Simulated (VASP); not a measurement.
Write the native input for VASP 6.6.1 that does the following.

```
Task                   : single point
Functional             : PBEsol
Potentials or basis    : VASP PAW PBE potentials, release 64 (Al, Cu, Mg)
Cutoff                 : 520 eV
k mesh                 : 7 × 7 × 1
Occupations            : gaussian, width 0.1 eV
Spin                   : no spin polarisation
Dipole correction      : yes
Further INCAR settings : ALGO = Normal; EDIFF = 1e-06; NBANDS = 47
```

The structure of MgAl8Cu4 lies in POSCAR:

```
MgAl8Cu4
1.0
    4.8278486175      0.0000000000      0.0000000000
   -2.4139243087      4.2377626291      0.0000000000
    0.0000000000      0.0000000000     26.1252049314
Al Cu Mg
8 4 1
Direct
    0.4093199578      0.8186399157      0.3253562995
    0.0906800421      0.1813600843      0.3253562995
    0.7500000000      0.5000000000      0.3770427965
    0.2500000000      0.5000000000      0.4358795398
    0.9102707753      0.8205415506      0.4875196769
    0.5897292247      0.1794584494      0.4875196769
    0.2500000000      0.5000000000      0.5425901645
    0.7500000000      0.5000000000      0.5868709379
    0.7500000000      0.0000000000      0.4064611682
    0.2500000000      0.0000000000      0.4064611682
    0.2500000000      0.0000000000      0.5677002699
    0.7500000000      0.0000000000      0.5677002699
    0.7500000000      0.5000000000      0.6955550785
```

One way to write it, as run:

INCAR

```
  ALGO = Normal
  DIPOL = 0.5 0.5 0.478
  EDIFF = 1E-6
  ENCUT = 520
  GGA = PS
  IDIPOL = 3
  ISIF = 2
  ISMEAR = 0
  LASPH = True
  LCHARG = True
  LDIPOL = True
  LELF = True
  LREAL = False
  LVACPOTAV = True
  LVHAR = True
  LWAVE = False
  NBANDS = 47
  NELM = 80
  PREC = Accurate
  SIGMA = 0.1
```

KPOINTS

```
k-points
0
Gamma
  7 7 1
```

Potentials or basis: VASP PAW PBE potentials, release 64 (Al, Cu, Mg).

The run is started by

```console
$ cat potpaw_PBE.64/Al/POTCAR potpaw_PBE.64/Cu/POTCAR potpaw_PBE.64/Mg/POTCAR > POTCAR
$ mpirun -np 1 vasp_std > vasp.out
```

Results of the run:

```
Largest force          : 0.233 eV/Å
Band gap on the k mesh : zero (bands 35 and 36 overlap by 0.89 eV)
```

Caveat: the PAW data sets were made with another functional, which shifts forces and pressure a little.

Wall time 7.8 min on 1 thread of Intel(R) Xeon(R) 6975P-C (Granite Rapids) (shared host), peak memory 0.74 GiB.
